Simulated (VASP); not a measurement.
# NbTc (Cmmm) in VASP: notebook, part 2 of 2

VASP 6.6.1. Earlier steps stand in the parts before.

## Step 3: Single point, LDA

This run uses another cell than the first one, of 15.36 Å³/atom.

INCAR

```
PREC = Accurate
ENCUT = 520
EDIFF = 1E-7
ISMEAR = 0
SIGMA = 0.1
LREAL = False
LASPH = True
NELM = 60
ALGO = Normal
ISIF = 2
LWAVE = False
LCHARG = False
NBANDS = 20
```

KPOINTS

```
Automatic mesh
0
Gamma
  11 11 7
```

POSCAR

```
NbTc
1.0
    1.5651917290     -2.2585457043      0.0000000000
    1.5651917290      2.2585457043      0.0000000000
    0.0000000000      0.0000000000      4.3454460283
Nb Tc
1 1
Direct
    0.0000000000      0.0000000000      0.0000000000
    0.5000000000      0.5000000000      0.5000000000
```

Potentials or basis: VASP PAW LDA potentials, release 64 (Nb_sv, Tc_pv).

The run is started by

```sh
cat potpaw_LDA.64/Nb_sv/POTCAR potpaw_LDA.64/Tc_pv/POTCAR > POTCAR
mpirun -np 1 vasp_std > vasp.out
```

OUTCAR:

```text
PREC = Accurate
   ENCUT = 520
   EDIFF = 1E-7
   ISMEAR = 0
   LREAL = False
   LASPH = True
   NELM = 60
   ISIF = 2

 ion  position               nearest neighbor table
   1  0.000  0.000  0.000-   2 2.68   2 2.68   2 2.68   2 2.68   2 3.13   2 3.13   2 3.13   2 3.13

   2  0.500  0.500  0.500-   1 2.68   1 2.68   1 2.68   1 2.68   1 3.13   1 3.13   1 3.13   1 3.13

  LATTYP: Found a base centered orthorhombic cell.
 ALAT       =     3.1303834580
 B/A-ratio  =     1.4429834138
 C/A-ratio  =     1.3881513516

  Lattice vectors:

 A1 = (   1.5651917290,  -2.2585457043,   0.0000000000)
 A2 = (   1.5651917290,   2.2585457043,   0.0000000000)
 A3 = (   0.0000000000,   0.0000000000,   4.3454460283)

Analysis of symmetry for initial positions (statically):
=====================================================================
 Subroutine PRICEL returns:
 Original cell was already a primitive cell.

 Routine SETGRP: Setting up the symmetry group for a
 base centered orthorhombic supercell.

 Subroutine GETGRP returns: Found  8 space group operations
 (whereof  8 operations were pure point group operations)
[... 154 lines left out ...]
 number of electron      26.0000001 magnetization

 Free energy of the ion-electron system (eV)
  ---------------------------------------------------
  ext. energy  EPLUGINS =         0.00000000
  ---------------------------------------------------
  free energy    TOTEN  =       -23.24885877 eV

  energy without entropy =      -23.24002977  energy(sigma->0) =      -23.24444427

 E-fermi :  12.8640     XC(G=0): -13.5952

 val. band max:       12.8632926424   @ k =  -0.1818   0.0909   0.1429
 cond. band min:      12.8738453675   @ k =   0.1818   0.0909   0.1429
 fundamental gap:      0.0105527251
 Fermi energy:        12.8640049409

 k-point     1 :       0.0000    0.0000    0.0000
  band No.  band energies     occupation
      1     -41.6491      2.00000
      2     -26.1128      2.00000
      3     -25.7584      2.00000
      4     -25.5734      2.00000
      5     -17.8804      2.00000
      6     -17.2216      2.00000
[... 541 lines left out ...]
     19      19.8287      0.00000
     20      24.8997      0.00000

 [... further k-points ...]
[... 5 lines left out ...]
  --------------------------------------------------------------------------------------
  -------------------------------------------------------------------------------------
  Total        0.0002961     -0.0112920      0.0162638      0.0000000      0.0000000      0.0000000
  in kB        0.0154431     -0.5888739      0.8481503      0.0000000      0.0000000      0.0000000
  external PRESSURE =       0.0915732 kB  Pullay stress =       0.0000000 kB

 VOLUME and BASIS-vectors are now :
 -----------------------------------------------------------------------------
  energy-cutoff  :      520.00
  volume of cell :       30.72
      direct lattice vectors                 reciprocal lattice vectors
     1.565191729 -2.258545704  0.000000000     0.319449682 -0.221381396  0.000000000
     1.565191729  2.258545704  0.000000000     0.319449682  0.221381396  0.000000000
     0.000000000  0.000000000  4.345446028     0.000000000  0.000000000  0.230125974

 POSITION                                       TOTAL-FORCE (eV/Angst)
 -----------------------------------------------------------------------------------
      0.00000      0.00000      0.00000         0.000000     -0.000000      0.000000
      1.56519      0.00000      2.17272        -0.000000      0.000000      0.000000
 -----------------------------------------------------------------------------------
    total drift:                                0.000000      0.000000      0.000000

  FREE ENERGIE OF THE ION-ELECTRON SYSTEM (eV)
  ---------------------------------------------------
  free  energy   TOTEN  =       -23.2488587742 eV

  energy  without entropy=      -23.2400297688  energy(sigma->0) =      -23.24444427
```

stdout:

```text
POSCAR found type information on POSCAR NbTc
 POSCAR found :  2 types and       2 ions
 scaLAPACK will be used
 LDA part: xc-table for (Slater(with rela. corr.)+CA(PZ))
 , standard interpolation
 POSCAR, INCAR and KPOINTS ok, starting setup
 FFT: planning ... GRIDC
 FFT: planning ... GRID_SOFT
 FFT: planning ... GRID
 WAVECAR not read
 entering main loop
```

It took 52 s on 1 thread of Oxide Virtual Turin-like, shared host; peak memory 0.16 GiB.

Results:

```
Free energy            : -23.2489 eV
Pressure               : 0.0 GPa
Band gap on the k mesh : zero (bands 13 and 14 overlap by 2.78 eV)
```

## Step 4: Single point, LDA

This run uses another cell than the first one, of 15.48 Å³/atom.

INCAR

```
SYSTEM = NbTc
PREC = Accurate
ENCUT = 520
EDIFF = 1E-6
ISMEAR = 0
SIGMA = 0.1
LREAL = .False.
LASPH = .True.
NELM = 60
ALGO = Normal
ISIF = 2
LWAVE = .False.
LCHARG = .False.
GGA = CA
NBANDS = 20
```

KPOINTS

```
Automatic mesh
0
Gamma
  11 11 7
  0 0 0
```

POSCAR

```
NbTc
1.0
    1.5692018195     -2.2657995233      0.0000000000
    1.5692018195      2.2657995233      0.0000000000
    0.0000000000      0.0000000000      4.3540932933
Nb Tc
1 1
Direct
    0.0000000000      0.0000000000      0.0000000000
    0.5000000000      0.5000000000      0.5000000000
```

The run is started by

```sh
cat potpaw_LDA.64/Nb_sv/POTCAR potpaw_LDA.64/Tc_pv/POTCAR > POTCAR
mpirun -np 1 vasp_std > vasp.out
```

It took 41 s on 1 thread of Oxide Virtual Turin-like, shared host; peak memory 0.16 GiB.

Results (log left out):

```
Free energy            : -23.2476 eV
Pressure               : -2.0 GPa
Band gap on the k mesh : zero (bands 13 and 14 overlap by 2.76 eV)
```

Levels at points of the mesh, in eV from the Fermi level:
```tsv
k point	band 10	band 11	band 12	band 13	band 14	band 15	band 16	band 17
(0.00, 0.00, 0.00)	-3.36	-1.70	-1.39	-0.69	0.73	0.95	2.27	2.82
```

## Step 5: Relaxation of cell and atoms, LDA, target pressure -2 GPa, at which the enthalpy is minimised

This run uses another cell than the first one, of 16.17 Å³/atom.

INCAR

```
SYSTEM = NbTc
PREC = Accurate ; ENCUT = 600
EDIFF = 1E-7 ; ISMEAR = 0
SIGMA = 0.1 ; LREAL = .False.
LASPH = .True. ; NELM = 100
ALGO = Normal ; ISIF = 3
LWAVE = .False. ; LCHARG = .False.
GGA = CA ; IBRION = 2
NSW = 50 ; EDIFFG = -0.01
PSTRESS = -20.0
```

KPOINTS

```
regular mesh
0
Gamma
  11 11 7
  0 0 0
```

POSCAR

```
NbTc
1.0
    1.5933300000     -2.2983900000      0.0000000000
    1.5933300000      2.2983900000      0.0000000000
    0.0000000000      0.0000000000      4.4144700000
Nb Tc
1 1
Direct
    0.0000000000      0.0000000000      0.0000000000
    0.5000000000      0.5000000000      0.5000000000
```

The run is started by

```sh
cat potpaw_LDA.64/Nb_sv/POTCAR potpaw_LDA.64/Tc_pv/POTCAR > POTCAR
mpirun -np 1 vasp_std > vasp.out
```

Run time: 6.4 min. Hardware: 1 thread of Oxide Virtual Turin-like, shared host; peak memory 0.2 GiB.

Results (log left out):

* Free energy: -23.2484 eV
* Relaxed volume: 15.49 Å³/atom
* Relaxed cell: a = 2.757 Å, b = 2.757 Å, c = 4.354 Å, α = 90.00°, β = 90.00°, γ = 110.63°
* Space group after relaxing (to 0.1 Å): Cmmm (No. 65)
* Energy change on relaxing (the run minimises the enthalpy): -30.8 meV/atom
* Ionic steps: 8
* Pressure after relaxing: -2.0 GPa
* Band gap on the k mesh: zero (bands 13 and 14 overlap by 2.76 eV)

Stress tensor (GPa, compression positive):
```
-1.91  0.00  0.00
 0.00 -2.05  0.00
 0.00  0.00 -1.99
```

The path:
| step | energy change (eV) | largest force (eV/Å) | pressure (GPa) | volume (Å³) |
| --- | --- | --- | --- | --- |
| 1 | 0.0000 | 0.0000 | -12.09 | 32.33 |
| 2 | 0.2153 | 0.0000 | 32.79 | 27.80 |
| 3 | -0.0606 | 0.0000 | -2.49 | 31.03 |
| 4 | -0.0613 | 0.0000 | -2.06 | 30.98 |
| 5 | -0.0616 | 0.0000 | -1.84 | 30.96 |
| 6 | -0.0609 | 0.0000 | -2.35 | 31.02 |
| 7 | -0.0613 | 0.0000 | -2.11 | 30.99 |
| 8 | -0.0615 | 0.0000 | -1.98 | 30.97 |

Final structure:
```xyz
2
Lattice="1.5689 -2.2670 0.0000 1.5689 2.2670 0.0000 0.0000 0.0000 4.3538" Properties=species:S:1:pos:R:3 pbc="T T T"
Nb    3.1377    0.0000    0.0000
Tc    1.5689    0.0000    2.1769
```

Levels at points of the mesh, in eV from the Fermi level:
| k point | band 10 | band 11 | band 12 | band 13 | band 14 | band 15 | band 16 | band 17 |
| --- | --- | --- | --- | --- | --- | --- | --- | --- |
| (0.00, 0.00, 0.00) | -3.35 | -1.70 | -1.39 | -0.68 | 0.73 | 0.95 | 2.28 | 2.81 |

Caveat: the cell is relaxed towards a set pressure, so the run minimises the enthalpy, not the energy.

## Step 6: Relaxation of cell and atoms, LDA

This run uses another cell than the first one, of 16.17 Å³/atom.

INCAR

```
ALGO = Normal ; EDIFF = 1E-6
EDIFFG = -0.01 ; ENCUT = 600
IBRION = 2 ; ISIF = 3
ISMEAR = 0 ; LASPH = T
LCHARG = F ; LREAL = F
LWAVE = F ; NELM = 100
NSW = 50 ; PREC = Accurate
SIGMA = 0.1
```

KPOINTS

```
k-points
0
Gamma
  11 11 7
```

POSCAR is that of step 5.

Potentials or basis: VASP PAW LDA potentials, release 64 (Nb_sv, Tc_pv).

The run is started by

```sh
cat potpaw_LDA.64/Nb_sv/POTCAR potpaw_LDA.64/Tc_pv/POTCAR > POTCAR
mpirun -np 1 vasp_std > vasp.out
```

Wall time 11 min (1 thread of Oxide Virtual Turin-like, shared host); peak memory 0.2 GiB.

Results (log left out):

```
Free energy                           : -23.2499 eV
Relaxed volume                        : 15.37 Å³/atom
Relaxed cell                          : a = 2.748 Å, b = 2.748 Å, c = 4.347 Å, α = 90.00°, β = 90.00°, γ = 110.58°
Space group after relaxing (to 0.1 Å) : Cmmm (No. 65)
Energy gained by relaxing             : 31.5 meV/atom
Ionic steps                           : 10
Pressure after relaxing               : 0.0 GPa
Band gap on the k mesh                : zero (bands 13 and 14 overlap by 2.77 eV)
```

Stress tensor (GPa, compression positive):
```
 0.09  0.00  0.00
 0.00 -0.08  0.00
 0.00  0.00 -0.04
```

Step by step:
```csv
step,energy change (eV),largest force (eV/Å),pressure (GPa),volume (Å³)
1,0.0000,0.0000,-12.12,32.33
2,0.4245,0.0000,45.73,26.94
3,-0.0627,0.0000,-0.73,30.82
4,-0.0629,0.0000,-0.11,30.75
5,-0.0629,0.0000,0.16,30.72
6,-0.0629,0.0000,-0.39,30.78
7,-0.0630,0.0000,-0.24,30.76
8,-0.0630,0.0000,0.05,30.73
9,-0.0630,0.0000,0.02,30.73
10,-0.0630,0.0000,-0.01,30.73
```

Final structure:
```cif
data_structure
_symmetry_space_group_name_H-M 'P 1'
_symmetry_Int_Tables_number 1
_cell_length_a 2.7481
_cell_length_b 2.7481
_cell_length_c 4.3469
_cell_angle_alpha 90.000
_cell_angle_beta 90.000
_cell_angle_gamma 110.583
_cell_volume 30.73
loop_
_atom_site_label
_atom_site_type_symbol
_atom_site_fract_x
_atom_site_fract_y
_atom_site_fract_z
_atom_site_occupancy
Nb1 Nb 0.00000 0.00000 0.00000 1
Tc1 Tc 0.50000 0.50000 0.50000 1
```

Levels at points of the mesh, in eV from the Fermi level:
```tsv
k point	band 9	band 10	band 11	band 12	band 13	band 14	band 15	band 16	band 17
(0.00, 0.00, 0.00)	-5.31	-3.39	-1.70	-1.40	-0.71	0.75	0.96	2.29	2.84
```

## Step 7: Overview

```tsv
task	cell	cutoff (eV)	gap on the mesh (eV)	pressure (GPa)
single point	a = 2.739, b = 2.739, c = 4.340 Å, angles 90.0, 90.0, 110.5°, 2 atoms	520	none	2.0
single point	a = 2.748, b = 2.748, c = 4.345 Å, angles 90.0, 90.0, 110.6°, 2 atoms	520	none	0.0
single point	a = 2.756, b = 2.756, c = 4.354 Å, angles 90.0, 90.0, 110.6°, 2 atoms	520	none	-2.0
relaxation of cell and atoms	relaxed to -2 GPa from a = 2.797, b = 2.797, c = 4.414 Å, angles 90.0, 90.0, 110.5°, 2 atoms	600	none	-2.0
relaxation of cell and atoms	relaxed from a = 2.797, b = 2.797, c = 4.414 Å, angles 90.0, 90.0, 110.5°, 2 atoms	600	none	0.0
```

Alike in all rows: level LDA; potentials or basis VASP PAW LDA potentials, release 64 (Nb_sv, Tc_pv); no spin polarisation; k mesh 11 × 11 × 7; smearing gaussian 0.1 eV.

Caveats: the cell is relaxed towards a set pressure, so the run minimises the enthalpy, not the energy (at least some runs).

Total energies depend on the potentials used, so only differences within one code and one set of settings carry meaning.
